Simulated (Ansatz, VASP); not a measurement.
# MgO: VASP beside Ansatz

File INCAR:

```
ALGO = Normal ; EDIFF = 1E-7
ENCUT = 520 ; ISIF = 2
ISMEAR = 0 ; LASPH = True
LCHARG = False ; LREAL = False
LWAVE = False ; NBANDS = 36
NELM = 100 ; PREC = Accurate
SIGMA = 0.05
```

The input KPOINTS:

```
k-points
0
Gamma
  4 4 4
```

Contents of POSCAR:

```
MgO
1.0
    5.5230736673      0.0000000000      0.0000000000
    0.0000000000      5.5230736673      0.0000000000
    0.0000000000      0.0000000000      5.5230736673
Mg O
6 6
Direct
    0.2500000000     -0.0050877293      0.5000000000
    0.0000000000      0.5050877293      0.2500000000
    0.5000000000      0.7500000000      0.0000000000
    0.7500000000     -0.0050877293      0.5000000000
    0.0000000000      0.5050877293      0.7500000000
    0.5000000000      0.2500000000      0.0000000000
    0.2500000000      0.5185431695      0.0000000000
    0.5000000000     -0.0185431695      0.2500000000
    0.0000000000      0.7500000000      0.5000000000
    0.7500000000      0.5185431695      0.0000000000
    0.5000000000     -0.0185431695      0.7500000000
    0.0000000000      0.2500000000      0.5000000000
```

Input for Ansatz:

```yaml
crystal:
  lattice:
    - [5.5230736673, 0.0, 0.0]
    - [0.0, 5.5230736673, 0.0]
    - [0.0, 0.0, 5.5230736673]
  atoms:
    - { symbol: Mg, position: [0.25, -0.0050877293, 0.5] }
    - { symbol: Mg, position: [0.0, 0.5050877293, 0.25] }
    - { symbol: Mg, position: [0.5, 0.75, 0.0] }
    - { symbol: Mg, position: [0.75, -0.0050877293, 0.5] }
    - { symbol: Mg, position: [0.0, 0.5050877293, 0.75] }
    - { symbol: Mg, position: [0.5, 0.25, 0.0] }
    - { symbol: O, position: [0.25, 0.5185431695, 0.0] }
    - { symbol: O, position: [0.5, -0.0185431695, 0.25] }
    - { symbol: O, position: [0.0, 0.75, 0.5] }
    - { symbol: O, position: [0.75, 0.5185431695, 0.0] }
    - { symbol: O, position: [0.5, -0.0185431695, 0.75] }
    - { symbol: O, position: [0.0, 0.25, 0.5] }
basis:
  ecutwfc: 520.0
kpoints:
  mp_grid: { grid: [4, 4, 4] }
hamiltonian:
  xc: lda
  pseudopotentials: { kind: paw, azcp: { folder: soft_1 } }
scf:
  occupations: { method: gaussian, width: 0.05 }
output:
  forces: true
  stress: true
  eigenvalues: true
```

Change from the starting cell: mode 14 frozen in at -0.058 Å and mode 24 at +0.058 Å (largest displacements).

Alike in both runs: task single point; functional LDA; k mesh 4 × 4 × 4; occupations gaussian, width 0.05 eV; no spin polarisation.

|  | VASP | Ansatz |
| --- | --- | --- |
| version | VASP 6.6.1 | Ansatz 0.2.0 |
| potentials or method | VASP PAW LDA potentials, release 64 (Mg, O), cutoff 520 eV | scalar-relativistic, plane waves, PAW |
| valence electrons in the cell | 48 | 96 |

```csv
,VASP,Ansatz,Ansatz less VASP
gap on the k mesh at the Fermi level (eV),2.82,2.83,+0.010
least direct gap on the mesh (eV),2.82,2.83,+0.010
pressure (GPa),-0.3,0.4,+0.70
"traceless stress, the component that is largest in VASP (GPa)",-0.09,-0.10,-0.009
rms of the force components (eV/Å),0.436,0.425,-0.0110
```

Ansatz warns that its potentials were made for another functional, while VASP's fit it. LDA's correlation is that of Perdew and Zunger in VASP and of Perdew and Wang (1992) in Ansatz. Atom by atom the forces differ by 0.011 eV/Å (rms over components). VASP's potentials hold 48 valence electrons a cell and Ansatz's 96, so a difference there can come from the potentials and not from the codes.
